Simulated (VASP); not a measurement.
Write the native input for VASP 6.6.1 that does the following.

* Task: single point
* Functional: PBE
* Potentials or basis: VASP PAW PBE potentials, release 64 (Cd, S)
* Cutoff: 520 eV
* k mesh: 9 × 9 × 4
* Occupations: gaussian, width 0.01 eV
* Spin: no spin polarisation
* Dipole correction: no
* Further INCAR settings: ALGO = Normal; EDIFF = 1e-07; NBANDS = 26

The structure of CdS (pbe) lies in POSCAR:

```
CdS
1.0
    4.1963020496      0.0000000000      0.0000000000
   -2.0981510248      3.6341041769      0.0000000000
    0.0000000000      0.0000000000      6.8304216542
Cd S
2 2
Direct
    0.3333333333      0.6666666667     -0.0182850296
    0.6666666667      0.3333333333      0.4817149704
    0.3333333333      0.6666666667      0.3952850296
    0.6666666667      0.3333333333      0.8952850296
```

The input as run:

INCAR

```
SYSTEM = CdS
ALGO = Normal ; EDIFF = 1E-7
ENCUT = 520 ; GGA = PE
ISIF = 2 ; ISMEAR = 0
LASPH = .TRUE. ; LCHARG = .FALSE.
LREAL = .FALSE. ; LWAVE = .FALSE.
NBANDS = 26 ; NELM = 80
PREC = Accurate ; SIGMA = 0.01
```

KPOINTS

```
k-points
0
G
  9 9 4
  0 0 0
```

Potentials or basis: VASP PAW PBE potentials, release 64 (Cd, S).

Launch:

```bash
$ cat potpaw_PBE.64/Cd/POTCAR potpaw_PBE.64/S/POTCAR > POTCAR
$ mpirun -np 1 vasp_std > vasp.out
```

It gave:

```yaml
Pressure: 1.3 GPa
Largest_force: 0.581 eV/Å
Band_gap_on_the_k_mesh: 1.23 eV, direct
```

Wall time 51 s on 1 thread of AMD EPYC 9R45 96-Core Processor (Zen 5) (shared host), peak memory 0.23 GiB.
